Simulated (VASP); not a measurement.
# WC (Pm) in VASP: further runs

WC is run at these levels: PBE; tasks: single point.

All numbers are computed with VASP 6.6.1; they aren't measurements. Logs are shortened: lines on timing, memory, paths and dates and some standing lists are left out, and cuts for length are marked.

## (1) The cell of the first run

Symmetry: Pm, No. 6, monoclinic system. The conventional cell has a = 2.901 Å, b = 2.829 Å, c = 2.901 Å, α = 90.00°, β = 120.00°, γ = 90.00°. W (site symmetry m) has 6 C at 2.05 to 2.42 Å within 2.7 Å. Within 2.7 Å of C (site symmetry m) lie 6 W at 2.05 to 2.42 Å.

## (2) Single point, PBE (atom 1 (W) moved by (-0.300, +0.000) A along [1 1 0] and z)

INCAR reads:

```
PREC = Accurate ; ENCUT = 520
EDIFF = 1E-6 ; ISMEAR = 0
SIGMA = 0.15 ; LREAL = F
LASPH = T ; NELM = 60
ALGO = Normal ; ISIF = 2
LWAVE = F ; LCHARG = F
GGA = PE ; NBANDS = 16
```

KPOINTS reads:

```
regular mesh
0
Gamma
  18 18 16
```

POSCAR reads:

```
WC
1.0
    2.9005014360      0.0000000000      0.0000000000
   -1.4502507180      2.5119079273      0.0000000000
    0.0000000000      0.0000000000      2.8290000000
W C
1 1
Direct
   -0.1153616121     -0.0844505613      0.0000000000
    0.6666666667      0.3333333333      0.5000000000
```

Potentials or basis: VASP PAW PBE potentials, release 64 (W_sv, C).

Started as:

```bash
cat potpaw_PBE.64/W_sv/POTCAR potpaw_PBE.64/C/POTCAR > POTCAR
mpirun -np 1 vasp_std > vasp.out
```

OUTCAR:

```text
PREC = Accurate
   ENCUT = 520
   EDIFF = 1E-6
   ISMEAR = 0
   LREAL = F
   LASPH = T
   NELM = 60
   ISIF = 2
   GGA = PE

 ion  position               nearest neighbor table
   1  0.885  0.916  0.000-   2 2.05   2 2.05   2 2.15   2 2.15   2 2.42   2 2.42
   2  0.667  0.333  0.500-   1 2.05   1 2.05   1 2.15   1 2.15   1 2.42   1 2.42

  LATTYP: Found a hexagonal cell.
 ALAT       =     2.9005014360
 C/A-ratio  =     0.9753485949

  Lattice vectors:

 A1 = (   2.9005014360,   0.0000000000,   0.0000000000)
 A2 = (  -1.4502507180,   2.5119079273,   0.0000000000)
 A3 = (   0.0000000000,   0.0000000000,   2.8290000000)

Analysis of symmetry for initial positions (statically):
=====================================================================
 Subroutine PRICEL returns:
 Original cell was already a primitive cell.

 Routine SETGRP: Setting up the symmetry group for a
 hexagonal supercell.

 Subroutine GETGRP returns: Found  2 space group operations
 (whereof  2 operations were pure point group operations)
 out of a pool of 24 trial point group operations.

The static configuration has the point symmetry C_1h.

Analysis of symmetry for dynamics (positions and initial velocities):
=====================================================================
 Subroutine PRICEL returns:
 Original cell was already a primitive cell.

 Routine SETGRP: Setting up the symmetry group for a
 hexagonal supercell.

 Subroutine GETGRP returns: Found  2 space group operations
 (whereof  2 operations were pure point group operations)
 out of a pool of 24 trial point group operations.

The dynamic configuration has the point symmetry C_1h.

 Subroutine INISYM returns: Found  2 space group operations
 (whereof  2 operations are pure point group operations),
 and found     1 'primitive' translations

----------------------------------------------------------------------------------------

                                     Primitive cell

  volume of cell :      20.6115

  direct lattice vectors                    reciprocal lattice vectors
     2.900501436  0.000000000  0.000000000     0.344767973  0.199051882  0.000000000
    -1.450250718  2.511907927  0.000000000     0.000000000  0.398103764  0.000000000
     0.000000000  0.000000000  2.829000000     0.000000000  0.000000000  0.353481796

  length of vectors
     2.900501436  2.900501436  2.829000000     0.398103764  0.398103764  0.353481796

  position of ions in fractional coordinates (direct lattice)
     0.884638388  0.915549439  0.000000000
     0.666666667  0.333333333  0.500000000

  ion indices of the primitive-cell ions
   primitive index   ion index
                 1           1
                 2           2

----------------------------------------------------------------------------------------

 KPOINTS: regular mesh

Automatic generation of k-mesh.
 Grid dimensions read from file:
 generate k-points for:   18   18   16

 Generating k-lattice:

  Cartesian coordinates                     Fractional coordinates (reciprocal lattice)
     0.019153776  0.011058438  0.000000000     0.055555556  0.000000000  0.000000000
     0.000000000  0.022116876  0.000000000     0.000000000  0.055555556  0.000000000
     0.000000000  0.000000000  0.022092612     0.000000000  0.000000000  0.062500000

  Length of vectors
     0.022116876  0.022116876  0.022092612

  Shift w.r.t. Gamma in fractional coordinates (k-lattice)
     0.000000000  0.000000000  0.000000000

 Subroutine IBZKPT returns following result:
 ===========================================

 Found   1476 irreducible k-points:

 Following reciprocal coordinates:
            Coordinates               Weight
  0.000000  0.000000  0.000000      1.000000
  0.055556  0.000000  0.000000      2.000000
  0.000000  0.055556  0.000000      2.000000
 -0.055556  0.055556  0.000000      2.000000
  0.111111  0.000000  0.000000      2.000000
  0.000000  0.111111  0.000000      2.000000
[... 16 lines left out ...]
  0.444444 -0.000000  0.000000      2.000000
  0.000000  0.444444  0.000000      2.000000
 [... further k-points ...]
   k-points           NKPTS =   1476   k-points in BZ     NKDIM =   1476   number of bands    NBANDS=     16
   number of dos      NEDOS =    301   number of ions     NIONS =      2
   total plane-waves  NPLWV =  13824
   dimension x,y,z NGX =    24 NGY =   24 NGZ =   24
   dimension x,y,z NGXF=    48 NGYF=   48 NGZF=   48
   ions per type =               1   1
   NGX,Y,Z   is equivalent  to a cutoff of  13.76, 13.76, 14.10 a.u.
   NGXF,Y,Z  is equivalent  to a cutoff of  27.51, 27.51, 28.21 a.u.
 SYSTEM =  unknown system
   PREC   = accura    normal or accurate (medium, high low for compatibility)
   ISTART =      0    job   : 0-new  1-cont  2-samecut
   ICHARG =      2    charge: 1-file 2-atom 10-const
   ISPIN  =      1    spin polarized calculation?
   LNONCOLLINEAR =      F non collinear calculations
   LSORBIT =      F    spin-orbit coupling
   LASPH  =      T    aspherical Exc in radial PAW
   ENCUT  =  520.0 eV  38.22 Ry    6.18 a.u.   5.39  5.39  5.26*2*pi/ulx,y,z
   NELM   =     60;   NELMIN=  2; NELMDL= -5     # of ELM steps
   EDIFF  = 0.1E-05   stopping-criterion for ELM
   LREAL  =      F    real-space projection
[... 7 lines left out ...]
   TEBEG  =    0.0;   TEEND  =   0.0 temperature during run
   PSTRESS=    0.0 pullay stress
   NELECT =      18.0000    total number of electrons
   NUPDOWN=      -1.0000    fix difference up-down
   EMIN   =  10.00;   EMAX   =-10.00  energy-range for DOS
   EFERMI =   0.00;   METHOD = LEGACY
   ISMEAR =     0;   SIGMA  =   0.15  broadening in eV -4-tet -1-fermi 0-gaus
   EFERMI_NEDOS =   21; number of points for ismear=-14 and -15
   IALGO  =     38    algorithm
   IMIX   =      4    mixing-type and parameters
     AMIX     =   0.40;   BMIX     =  1.00
     AMIX_MAG =   1.60;   BMIX_MAG =  1.00
  volume/ion in A,a.u.               =      10.31        69.55
  Fermi-wavevector in a.u.,A,eV,Ry     =   1.564813  2.957068 33.315762  2.448639
  Thomas-Fermi vector in A             =   2.667381
   LORBIT       =      0    0 simple, 1 ext, 2 COOP (PROOUT), +10 PAW based schemes
   GGA     = PE    functional components
   LHFCALC =     F    Hartree Fock is set to
   AEXX    =    0.0000 exact exchange contribution
   IVDW    =     0    specifies the selected vdW correction
   LEPSILON=     F    determine dielectric tensor
   LRPA    =     F    only Hartree local field effects (RPA)
 non-spin polarized calculation
 Gauss-broadening in eV      SIGMA  =   0.15
  energy-cutoff  :      520.00
  volume of cell :       20.61
 maximum number of plane-waves:       580
 NGX is ok and might be reduce to    24
   NGX = 11   NGY = 11   NGZ = 11

 number of electron      18.0000001 magnetization

 Free energy of the ion-electron system (eV)
  ---------------------------------------------------
  ext. energy  EPLUGINS =         0.00000000
  ---------------------------------------------------
  free energy    TOTEN  =       -21.80055526 eV

  energy without entropy =      -21.79611117  energy(sigma->0) =      -21.79833322

 E-fermi :  11.5421     XC(G=0): -13.8172

 val. band max:       11.5338262014   @ k =   0.0000   0.0000   0.4375
 cond. band min:      11.5446040593   @ k =  -0.2778  -0.4444   0.0000
 fundamental gap:      0.0107778579
 Fermi energy:        11.5420656923

 k-point     1 :       0.0000    0.0000    0.0000
  band No.  band energies     occupation
      1     -62.7140      2.00000
      2     -26.7594      2.00000
      3     -26.6249      2.00000
      4     -26.5923      2.00000
      5      -3.3722      2.00000
      6       6.5467      2.00000
[... 8 lines left out ...]
     15      25.5209      0.00000
     16      26.8409      0.00000

 k-point     2 :       0.0556    0.0000    0.0000
  band No.  band energies     occupation
      1     -62.7123      2.00000
      2     -26.7563      2.00000
      3     -26.6316      2.00000
      4     -26.6172      2.00000
      5      -3.3001      2.00000
      6       6.5938      2.00000
[... 8 lines left out ...]
     15      24.9045      0.00000
     16      27.6104      0.00000

 k-point     3 :       0.0000    0.0556    0.0000
  band No.  band energies     occupation
      1     -62.7122      2.00000
      2     -26.7558      2.00000
      3     -26.6473      2.00000
      4     -26.6033      2.00000
      5      -3.2842      2.00000
      6       6.5559      2.00000
[... 8 lines left out ...]
     15      25.4589      0.00000
     16      27.0650      0.00000

 k-point     4 :      -0.0556    0.0556    0.0000
  band No.  band energies     occupation
      1     -62.7122      2.00000
      2     -26.7559      2.00000
      3     -26.6504      2.00000
      4     -26.5999      2.00000
      5      -3.2866      2.00000
      6       6.5731      2.00000
[... 8 lines left out ...]
     15      25.3773      0.00000
     16      26.9676      0.00000

 k-point     5 :       0.1111    0.0000    0.0000
  band No.  band energies     occupation
      1     -62.7071      2.00000
      2     -26.7473      2.00000
      3     -26.6925      2.00000
      4     -26.6467      2.00000
      5      -3.0907      2.00000
      6       6.6883      2.00000
[... 8 lines left out ...]
     15      24.1424      0.00000
     16      28.7757      0.00000

 k-point     6 :       0.0000    0.1111    0.0000
  band No.  band energies     occupation
      1     -62.7069      2.00000
      2     -26.7452      2.00000
      3     -26.7215      2.00000
      4     -26.6247      2.00000
      5      -3.0259      2.00000
      6       6.5215      2.00000
[... 8 lines left out ...]
     15      25.4199      0.00000
     16      27.5759      0.00000
[... 267 lines left out ...]
 k-point    21 :       0.0000    0.3889    0.0000
  band No.  band energies     occupation
      1     -62.6603      2.00000
      2     -27.3715      2.00000
      3     -26.7785      2.00000
      4     -26.6508      2.00000
      5      -0.0843      2.00000
      6       4.0047      2.00000
[... 8 lines left out ...]
     15      24.9085      0.00000
     16      28.5096      0.00000

 k-point    22 :      -0.3889    0.3889    0.0000
  band No.  band energies     occupation
      1     -62.6605      2.00000
      2     -27.3714      2.00000
      3     -26.7701      2.00000
      4     -26.6534      2.00000
      5      -0.2725      2.00000
      6       4.2631      2.00000
[... 8 lines left out ...]
     15      24.4856      0.00000
     16      27.8355      0.00000

 k-point    23 :       0.4444   -0.0000    0.0000
  band No.  band energies     occupation
      1     -62.6564      2.00000
      2     -27.3758      2.00000
      3     -26.8094      2.00000
      4     -26.6576      2.00000
      5      -0.8312      2.00000
      6       4.9453      2.00000
[... 8 lines left out ...]
     15      24.1541      0.00000
     16      28.2417      0.00000

 k-point    24 :       0.0000    0.4444    0.0000
  band No.  band energies     occupation
      1     -62.6550      2.00000
      2     -27.4417      2.00000
      3     -26.7955      2.00000
      4     -26.6400      2.00000
      5       0.4763      2.00000
      6       3.5301      2.00000
[... 8 lines left out ...]
     15      23.8297      0.00000
     16      28.9618      0.00000

 [... further k-points ...]
[... 5 lines left out ...]
  --------------------------------------------------------------------------------------
  -------------------------------------------------------------------------------------
  Total        1.1553593      3.3938664      3.8767956     -1.0826686      0.0000000      0.0000000
  in kB       89.8085971    263.8126261    301.3517615    -84.1581853      0.0000000      0.0000000
  external PRESSURE =     218.3243282 kB  Pullay stress =       0.0000000 kB

 VOLUME and BASIS-vectors are now :
 -----------------------------------------------------------------------------
  energy-cutoff  :      520.00
  volume of cell :       20.61
      direct lattice vectors                 reciprocal lattice vectors
     2.900501436  0.000000000  0.000000000     0.344767973  0.199051882  0.000000000
    -1.450250718  2.511907927  0.000000000     0.000000000  0.398103764  0.000000000
     0.000000000  0.000000000  2.829000000     0.000000000  0.000000000  0.353481796

 POSITION                                       TOTAL-FORCE (eV/Angst)
 -----------------------------------------------------------------------------------
      1.23812      2.29978      0.00000         2.238355      3.173886      0.000000
      1.45025      0.83730      1.41450        -2.238355     -3.173886      0.000000
 -----------------------------------------------------------------------------------
    total drift:                                0.000194     -0.000092     -0.000000

  FREE ENERGIE OF THE ION-ELECTRON SYSTEM (eV)
  ---------------------------------------------------
  free  energy   TOTEN  =       -21.8005552570 eV

  energy  without entropy=      -21.7961111748  energy(sigma->0) =      -21.79833322
```

Wall time 3.7 min (1 thread of Intel Xeon 6975P-C, shared host); peak memory 0.56 GiB.

What came out:

```
Free energy            : -21.8006 eV
Pressure               : 21.8 GPa
Largest force          : 3.884 eV/Å
Band gap on the k mesh : zero (band 9 reaches 12.71 eV, above the bottom of band 10 at 10.85 eV)
```

Forces in eV/Å, atoms in the order of the input:
```
W    2.238  3.174  0.000
C   -2.238 -3.174  0.000
```

Levels at points of the mesh, in eV from the Fermi level:
| k point | band 6 | band 7 | band 8 | band 9 | band 10 | band 11 | band 12 | band 13 |
| --- | --- | --- | --- | --- | --- | --- | --- | --- |
| (0.00, 0.00, 0.00) | -5.00 | -3.70 | -3.01 | -0.59 | 2.63 | 3.15 | 3.40 | 4.27 |
| (0.50, 0.00, 0.00) | -6.63 | -4.23 | -3.00 | -0.89 | 1.64 | 4.33 | 4.43 | 5.11 |
| (0.00, 0.50, 0.00) | -8.22 | -4.88 | -4.61 | 0.21 | 2.13 | 3.71 | 4.84 | 8.87 |
| (0.50, 0.50, 0.00) | -7.78 | -5.01 | -4.63 | 0.70 | 1.96 | 3.89 | 4.98 | 8.21 |
| (0.00, 0.00, 0.50) | -9.04 | -4.10 | -1.34 | -0.77 | -0.18 | 1.49 | 3.62 | 7.18 |
| (0.50, 0.00, 0.50) | -7.59 | -5.80 | -5.39 | 1.17 | 4.15 | 4.91 | 6.16 | 8.59 |
| (0.00, 0.50, 0.50) | -6.11 | -4.22 | -3.82 | -0.91 | 4.17 | 4.83 | 5.03 | 9.17 |
| (0.50, 0.50, 0.50) | -6.30 | -4.62 | -3.70 | -0.68 | 4.08 | 4.12 | 5.00 | 9.34 |

Caveat: the cell differs from its parent crystal (atom 1 (W) moved by (-0.300, +0.000) A along [1 1 0] and z); spin-orbit coupling is left out, which moves the levels of the heavy elements; forces of over 1 eV/Å act on the atoms, so gaps and moduli don't describe the material at rest.

(Part 1 of 3 ends here.)
